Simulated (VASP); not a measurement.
# Sc (P6_3/mmc) in VASP: relaxation of cell and atoms with PBEsol

Aim: the relaxation of cell and atoms of Sc with PBEsol.

All numbers are computed with VASP 6.6.1; they aren't measurements. Logs are shortened: lines on timing, memory, paths and dates and some standing lists are left out, and cuts for length are marked.

## 1. The cell of the first run

Symmetry: P6_3/mmc, No. 194, hexagonal system. The conventional cell has a = 2.768 Å, b = 2.768 Å, c = 4.340 Å, α = 90.00°, β = 90.00°, γ = 120.00°. Within 3.6 Å of Sc (site symmetry -6m2) lie 12 Sc at 2.70 to 2.77 Å.

## 2. Relaxation of cell and atoms, PBEsol, target pressure 58 GPa, at which the enthalpy is minimised

INCAR reads:

```
SYSTEM = Sc
PREC = Accurate ; ENCUT = 600
EDIFF = 1E-6 ; ISMEAR = -1
SIGMA = 0.05 ; LREAL = .False.
LASPH = .True. ; NELM = 80
ALGO = Normal ; ISIF = 3
LWAVE = .False. ; LCHARG = .False.
GGA = PS ; IBRION = 2
NSW = 32 ; EDIFFG = -0.005
PSTRESS = 580.0
```

KPOINTS reads:

```
Automatic mesh
0
Gamma
  16 16 9
  0 0 0
```

POSCAR reads:

```
Sc
1.0
    2.7680664607      0.0000000000      0.0000000000
   -1.3840332304      2.3972158743      0.0000000000
    0.0000000000      0.0000000000      4.3404944184
Sc
2
Direct
    0.3333333333      0.6666666667      0.2500000000
    0.6666666667      0.3333333333      0.7500000000
```

Potentials or basis: VASP PAW PBE potentials, release 64 (Sc_sv).

Command:

```console
> cat potpaw_PBE.64/Sc_sv/POTCAR > POTCAR
> mpirun -np 1 vasp_std > vasp.out
```

OUTCAR:

```text
SYSTEM = Sc
   PREC = Accurate
   ENCUT = 600
   EDIFF = 1E-6
   ISMEAR = -1
   LREAL = .False.
   LASPH = .True.
   NELM = 80
   ISIF = 3
   GGA = PS
   IBRION = 2
   NSW = 32
   EDIFFG = -0.005
   PSTRESS = 580.0

 ion  position               nearest neighbor table
   1  0.333  0.667  0.250-   2 2.70   2 2.70   2 2.70   2 2.70   2 2.70   2 2.70
   2  0.667  0.333  0.750-   1 2.70   1 2.70   1 2.70   1 2.70   1 2.70   1 2.70

  LATTYP: Found a hexagonal cell.
 ALAT       =     2.7680664607
 C/A-ratio  =     1.5680600448

  Lattice vectors:

 A1 = (   2.7680664607,   0.0000000000,   0.0000000000)
 A2 = (  -1.3840332304,   2.3972158743,   0.0000000000)
 A3 = (   0.0000000000,   0.0000000000,   4.3404944184)

Analysis of symmetry for initial positions (statically):
[... 35 lines left out ...]
                                     Primitive cell

  volume of cell :      28.8020

  direct lattice vectors                    reciprocal lattice vectors
     2.768066461  0.000000000  0.000000000     0.361263002  0.208575292  0.000000000
    -1.384033230  2.397215874  0.000000000     0.000000000  0.417150583  0.000000000
     0.000000000  0.000000000  4.340494418     0.000000000  0.000000000  0.230388500

  length of vectors
     2.768066461  2.768066461  4.340494418     0.417150583  0.417150583  0.230388500

  position of ions in fractional coordinates (direct lattice)
     0.333333333  0.666666667  0.250000000
     0.666666667  0.333333333  0.750000000

  ion indices of the primitive-cell ions
   primitive index   ion index
                 1           1
                 2           2

----------------------------------------------------------------------------------------

 KPOINTS: Automatic mesh

Automatic generation of k-mesh.
 Grid dimensions read from file:
 generate k-points for:   16   16    9

 Generating k-lattice:

  Cartesian coordinates                     Fractional coordinates (reciprocal lattice)
     0.022578938  0.013035956  0.000000000     0.062500000  0.000000000  0.000000000
     0.000000000  0.026071911  0.000000000     0.000000000  0.062500000  0.000000000
     0.000000000  0.000000000  0.025598722     0.000000000  0.000000000  0.111111111

  Length of vectors
     0.026071911  0.026071911  0.025598722

  Shift w.r.t. Gamma in fractional coordinates (k-lattice)
     0.000000000  0.000000000  0.000000000

 Subroutine IBZKPT returns following result:
 ===========================================

 Found    150 irreducible k-points:

 Following reciprocal coordinates:
            Coordinates               Weight
  0.000000  0.000000  0.000000      1.000000
  0.062500 -0.000000  0.000000      6.000000
  0.125000 -0.000000  0.000000      6.000000
  0.187500 -0.000000  0.000000      6.000000
  0.250000 -0.000000  0.000000      6.000000
  0.312500  0.000000  0.000000      6.000000
[... 16 lines left out ...]
  0.187500  0.187500  0.000000      6.000000
  0.250000  0.187500  0.000000     12.000000
 [... further k-points ...]
   k-points           NKPTS =    150   k-points in BZ     NKDIM =    150   number of bands    NBANDS=     15
   number of dos      NEDOS =    301   number of ions     NIONS =      2
   total plane-waves  NPLWV =  20736
   dimension x,y,z NGX =    24 NGY =   24 NGZ =   36
   dimension x,y,z NGXF=    48 NGYF=   48 NGZF=   72
   ions per type =               2
   NGX,Y,Z   is equivalent  to a cutoff of  14.41, 14.41, 13.79 a.u.
   NGXF,Y,Z  is equivalent  to a cutoff of  28.83, 28.83, 27.58 a.u.
 SYSTEM =  Sc
   PREC   = accura    normal or accurate (medium, high low for compatibility)
   ISTART =      0    job   : 0-new  1-cont  2-samecut
   ICHARG =      2    charge: 1-file 2-atom 10-const
   ISPIN  =      1    spin polarized calculation?
   LNONCOLLINEAR =      F non collinear calculations
   LSORBIT =      F    spin-orbit coupling
   LASPH  =      T    aspherical Exc in radial PAW
   ENCUT  =  600.0 eV  44.10 Ry    6.64 a.u.   5.53  5.53  8.67*2*pi/ulx,y,z
   NELM   =     80;   NELMIN=  2; NELMDL= -5     # of ELM steps
   EDIFF  = 0.1E-05   stopping-criterion for ELM
   LREAL  =      F    real-space projection
   EDIFFG = -.5E-02   stopping-criterion for IOM
   NSW    =     32    number of steps for IOM
   IBRION =      2    ionic relax: 0-MD 1-quasi-New 2-CG
   NFREE  =      1    steps in history (QN), initial steepest desc. (CG)
   ISIF   =      3    stress and relaxation
   ISYM   =      2    0-nonsym 1-usesym 2-fastsym
   POTIM  = 0.5000    time-step for ionic-motion
   TEBEG  =    0.0;   TEEND  =   0.0 temperature during run
   PSTRESS=  580.0 pullay stress
   NELECT =      22.0000    total number of electrons
   NUPDOWN=      -1.0000    fix difference up-down
   EMIN   =  10.00;   EMAX   =-10.00  energy-range for DOS
   EFERMI =   0.00;   METHOD = LEGACY
   ISMEAR =    -1;   SIGMA  =   0.05  broadening in eV -4-tet -1-fermi 0-gaus
   EFERMI_NEDOS =   21; number of points for ismear=-14 and -15
   IALGO  =     38    algorithm
   IMIX   =      4    mixing-type and parameters
     AMIX     =   0.40;   BMIX     =  1.00
     AMIX_MAG =   1.60;   BMIX_MAG =  1.00
  volume/ion in A,a.u.               =      14.40        97.18
  Fermi-wavevector in a.u.,A,eV,Ry     =   1.496493  2.827962 30.470140  2.239492
  Thomas-Fermi vector in A             =   2.608503
   LORBIT       =      0    0 simple, 1 ext, 2 COOP (PROOUT), +10 PAW based schemes
   GGA     = PS    functional components
   LHFCALC =     F    Hartree Fock is set to
   AEXX    =    0.0000 exact exchange contribution
   IVDW    =     0    specifies the selected vdW correction
   LEPSILON=     F    determine dielectric tensor
   LRPA    =     F    only Hartree local field effects (RPA)
 conjugate gradient relaxation of ions
 non-spin polarized calculation
  energy-cutoff  :      600.00
  volume of cell :       28.80
 maximum number of plane-waves:       996
 NGX is ok and might be reduce to    24
   NGX = 11   NGY = 11   NGZ = 17

--------------------------------------- Ionic step        1  -------------------------------------------

 number of electron      21.9999999 magnetization

 Free energy of the ion-electron system (eV)
  ---------------------------------------------------
  ext. energy  EPLUGINS =         0.00000000
  ---------------------------------------------------
  free energy    TOTEN  =       -10.75460534 eV

  energy without entropy =      -10.73443974  energy(sigma->0) =      -10.74452254

------------------------ aborting loop because EDIFF is reached ----------------------------------------

  FORCE on cell =-STRESS in cart. coord.  units (eV):
  Direction    XX          YY          ZZ          XY          YZ          ZX
  --------------------------------------------------------------------------------------
  -------------------------------------------------------------------------------------
  Total       10.5197313     10.5197313     10.5552723     -0.0000000      0.0000000      0.0000000
  in kB      585.1838977    585.1838977    587.1609496     -0.0000000      0.0000000      0.0000000
  external PRESSURE =       5.8429150 kB  Pullay stress =     580.0000000 kB

 VOLUME and BASIS-vectors are now :
 -----------------------------------------------------------------------------
  energy-cutoff  :      600.00
  volume of cell :       28.80
      direct lattice vectors                 reciprocal lattice vectors
     2.768066461  0.000000000  0.000000000     0.361263002  0.208575292  0.000000000
    -1.384033230  2.397215874  0.000000000     0.000000000  0.417150583  0.000000000
     0.000000000  0.000000000  4.340494418     0.000000000  0.000000000  0.230388500

 POSITION                                       TOTAL-FORCE (eV/Angst)
 -----------------------------------------------------------------------------------
     -0.00000      1.59814      1.08512        -0.000000     -0.000000      0.000000
      1.38403      0.79907      3.25537         0.000000      0.000000      0.000000
 -----------------------------------------------------------------------------------
    total drift:                               -0.000000      0.000000     -0.000000

  FREE ENERGIE OF THE ION-ELECTRON SYSTEM (eV)
  ---------------------------------------------------
  free  energy   TOTEN  =       -10.7546053435 eV
[... 247 lines left out ...]
 VOLUME and BASIS-vectors are now :
 -----------------------------------------------------------------------------
  energy-cutoff  :      600.00
  volume of cell :       28.89
      direct lattice vectors                 reciprocal lattice vectors
     2.770032511 -0.000000000  0.000000000     0.361006593  0.208427254  0.000000000
    -1.385016256  2.398918524 -0.000000000     0.000000000  0.416854508  0.000000000
    -0.000000000  0.000000000  4.346941253    -0.000000000  0.000000000  0.230046817

 POSITION                                       TOTAL-FORCE (eV/Angst)
 -----------------------------------------------------------------------------------
     -0.00000      1.59928      1.08674         0.000000     -0.000000     -0.000000
      1.38502      0.79964      3.26021        -0.000000      0.000000      0.000000
 -----------------------------------------------------------------------------------
    total drift:                               -0.000000      0.000000     -0.000000

  FREE ENERGIE OF THE ION-ELECTRON SYSTEM (eV)
  ---------------------------------------------------
  free  energy   TOTEN  =       -10.7851002689 eV

  energy  without entropy=      -10.7647959255  energy(sigma->0) =      -10.77494810

  enthalpy is  TOTEN    =        -0.3282341831 eV   P V=       10.4568660858

--------------------------------------- Ionic step        9  -------------------------------------------

 number of electron      21.9999998 magnetization

 Free energy of the ion-electron system (eV)
  ---------------------------------------------------
  ext. energy  EPLUGINS =         0.00000000
  ---------------------------------------------------
  free energy    TOTEN  =       -10.78453657 eV

  energy without entropy =      -10.76415614  energy(sigma->0) =      -10.77434636

 E-fermi :   7.3753     XC(G=0): -12.4311

 val. band max:        7.3737224593   @ k =   0.2500   0.1250   0.4444
 cond. band min:       7.3771432821   @ k =   0.4375   0.0625   0.4444
 fundamental gap:      0.0034208228
 Fermi energy:         7.3753041889

 k-point     1 :       0.0000    0.0000    0.0000
  band No.  band energies     occupation
      1     -40.9134      2.00000
      2     -40.3468      2.00000
      3     -20.6417      2.00000
      4     -18.8277      2.00000
      5     -18.8277      2.00000
      6     -18.5348      2.00000
      7     -18.5348      2.00000
      8     -18.4367      2.00000
      9       1.9045      2.00000
     10       4.7811      2.00000
     11       9.4163      0.00000
     12       9.4163      0.00000
     13       9.8471      0.00000
     14      10.3140      0.00000
     15      10.3140      0.00000

 k-point     2 :       0.0625   -0.0000    0.0000
  band No.  band energies     occupation
      1     -40.8981      2.00000
      2     -40.3407      2.00000
      3     -20.6157      2.00000
      4     -18.8862      2.00000
      5     -18.8470      2.00000
      6     -18.5951      2.00000
      7     -18.5403      2.00000
      8     -18.4478      2.00000
      9       2.0542      2.00000
     10       4.9061      2.00000
     11       9.0895      0.00000
     12       9.5393      0.00000
     13       9.9542      0.00000
     14      10.0857      0.00000
     15      10.2187      0.00000
[... 365 lines left out ...]
      3     -20.0406      2.00000
      4     -19.7318      2.00000
      5     -19.6885      2.00000
      6     -19.1319      2.00000
      7     -18.8282      2.00000
      8     -18.7432      2.00000
      9       4.9942      2.00000
     10       6.5700      2.00000
     11       6.5719      2.00000
     12       6.8294      1.99996
     13       8.9273      0.00000
     14       9.5693      0.00000
     15      10.1917      0.00000

 k-point    24 :       0.2500    0.1875    0.0000
  band No.  band energies     occupation
      1     -40.5074      2.00000
      2     -40.2435      2.00000
      3     -19.9416      2.00000
      4     -19.8679      2.00000
      5     -19.7710      2.00000
      6     -19.2679      2.00000
      7     -18.9222      2.00000
      8     -18.8541      2.00000
      9       5.6870      2.00000
     10       6.1089      2.00000
     11       6.3812      2.00000
     12       6.9649      1.99946
     13       8.7521      0.00000
     14       9.8512      0.00000
     15       9.9018      0.00000

 [... further k-points ...]
[... 5 lines left out ...]
  --------------------------------------------------------------------------------------
  -------------------------------------------------------------------------------------
  Total       10.4585394     10.4585394     10.4593488     -0.0000000      0.0000000     -0.0000000
  in kB      580.1243492    580.1243492    580.1692433     -0.0000000      0.0000000     -0.0000000
  external PRESSURE =       0.1393139 kB  Pullay stress =     580.0000000 kB

 VOLUME and BASIS-vectors are now :
 -----------------------------------------------------------------------------
  energy-cutoff  :      600.00
  volume of cell :       28.88
      direct lattice vectors                 reciprocal lattice vectors
     2.769072483 -0.000000000  0.000000000     0.361131753  0.208499515  0.000000000
    -1.384536242  2.398087115 -0.000000000     0.000000000  0.416999030  0.000000000
    -0.000000000  0.000000000  4.349719448    -0.000000000  0.000000000  0.229899885

 POSITION                                       TOTAL-FORCE (eV/Angst)
 -----------------------------------------------------------------------------------
     -0.00000      1.59872      1.08743        -0.000000      0.000000      0.000000
      1.38454      0.79936      3.26229         0.000000     -0.000000     -0.000000
 -----------------------------------------------------------------------------------
    total drift:                               -0.000000      0.000000     -0.000000

  FREE ENERGIE OF THE ION-ELECTRON SYSTEM (eV)
  ---------------------------------------------------
  free  energy   TOTEN  =       -10.7845365741 eV

  energy  without entropy=      -10.7641561375  energy(sigma->0) =      -10.77434636

  enthalpy is  TOTEN    =        -0.3282389335 eV   P V=       10.4562976406

 reached required accuracy - stopping structural energy minimisation
```

It took 3.3 min on 1 thread of Intel Xeon Platinum 8259CL at 2.50GHz (Skylake/Cascade Lake), shared host; peak memory 0.21 GiB.

What came out:

```
Free energy                                            : -10.7845 eV
Relaxed volume                                         : 14.44 Å³/atom
Relaxed cell                                           : a = 2.769 Å, b = 2.769 Å, c = 4.350 Å, α = 90.00°, β = 90.00°, γ = 120.00°
Space group after relaxing (to 0.05 Å)                 : P6_3/mmc (No. 194)
Energy change on relaxing (the enthalpy is what falls) : -15.0 meV/atom
Ionic steps                                            : 9
Pressure after relaxing                                : 58.0 GPa
Band gap on the k mesh                                 : zero (band 11 reaches 9.42 eV, above the bottom of band 12 at 6.81 eV)
```

The path:
```csv
step,energy change (eV),largest force (eV/Å),pressure (GPa),volume (Å³)
1,0.0000,0.0000,58.58,28.80
2,-0.0792,0.0000,57.08,29.02
3,-0.0320,0.0000,57.99,28.89
4,-0.0314,0.0000,57.94,28.89
5,-0.0157,0.0000,58.27,28.85
6,-0.0290,0.0000,58.13,28.88
7,-0.0307,0.0000,58.02,28.89
8,-0.0305,0.0000,58.01,28.89
9,-0.0299,0.0000,58.01,28.88
```

Final structure:
```cif
data_structure
_symmetry_space_group_name_H-M 'P 1'
_symmetry_Int_Tables_number 1
_cell_length_a 2.7691
_cell_length_b 2.7691
_cell_length_c 4.3497
_cell_angle_alpha 90.000
_cell_angle_beta 90.000
_cell_angle_gamma 120.000
_cell_volume 28.88
loop_
_atom_site_label
_atom_site_type_symbol
_atom_site_fract_x
_atom_site_fract_y
_atom_site_fract_z
_atom_site_occupancy
Sc1 Sc 0.33333 0.66667 0.25000 1
Sc2 Sc 0.66667 0.33333 0.75000 1
```

Caveat: the cell is relaxed towards a set pressure, so the enthalpy falls and the energy may rise; the PAW data sets were made with another functional, which shifts forces and pressure a little.
